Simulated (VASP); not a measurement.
Runs of VASP 6.6.1 on CaO. The structure is that of space group Fm-3m (No. 225), or close to it. The cells are those of the table. 

```csv
task,level,potentials or basis,cell,cutoff (eV),smearing,gap on the mesh (eV),pressure (GPa),relaxed volume (Å³/atom)
relaxation of cell and atoms,revPBE+D4,"VASP PAW PBE potentials, release 64 (Ca_sv, O)","relaxed from a = 3.399 Å, angles 60.0°, 2 atoms",600,fermi-dirac 0.05 eV,3.72,0.0,14.02
relaxation of cell and atoms,PBEsol+D4,"VASP PAW PBE potentials, release 64 (Ca_sv, O)","relaxed from a = 3.399 Å, angles 60.0°, 2 atoms",600,fermi-dirac 0.05 eV,(b),0.0,13.46
single point,BLYP,"VASP PAW PBE potentials, release 64 (Ca_sv, O)","a = 3.330 Å, angles 60.0°, 2 atoms",520,fermi-dirac 0.05 eV,(c),13.6,-
single point,"b88 exchange, pbe correlation","VASP PAW PBE potentials, release 64 (Ca_sv, O)","a = 3.399 Å, angles 60.0°, 2 atoms",600,fermi-dirac 0.05 eV,3.67,(a),-
single point,BLYP,"VASP PAW PBE potentials, release 64 (Ca_sv, O)","a = 3.353 Å, angles 60.0°, 2 atoms",520,fermi-dirac 0.05 eV,3.72,10.4,-
relaxation of cell and atoms,RPBE+D4,"VASP PAW PBE potentials, release 64 (Ca_sv, O)","relaxed from a = 3.399 Å, angles 60.0°, 2 atoms",600,fermi-dirac 0.05 eV,3.75,0.0,14.13
single point,PBE,"VASP PAW PBE potentials, release 64 (Ca_sv, O)","a = 3.399 Å, angles 60.0°, 2 atoms",520,gaussian 0.016 eV,3.64,2.2,-
single point,LDA,"VASP PAW LDA potentials, release 64 (Ca_sv, O)","a = 3.329 Å, angles 60.0°, 2 atoms",520,fermi-dirac 0.05 eV,(d),1.0,-
```

Alike in all rows: no spin polarisation; k mesh 10 × 10 × 10.

Estimate the missing entries.

(a) 1.9; (b) 3.52; (c) 3.71; (d) 3.42.

Caveats: the PAW data sets were made with another functional, which shifts forces and pressure a little (at least some runs); the cell stands under pressure (at least some runs).

A k mesh can miss the band edges.
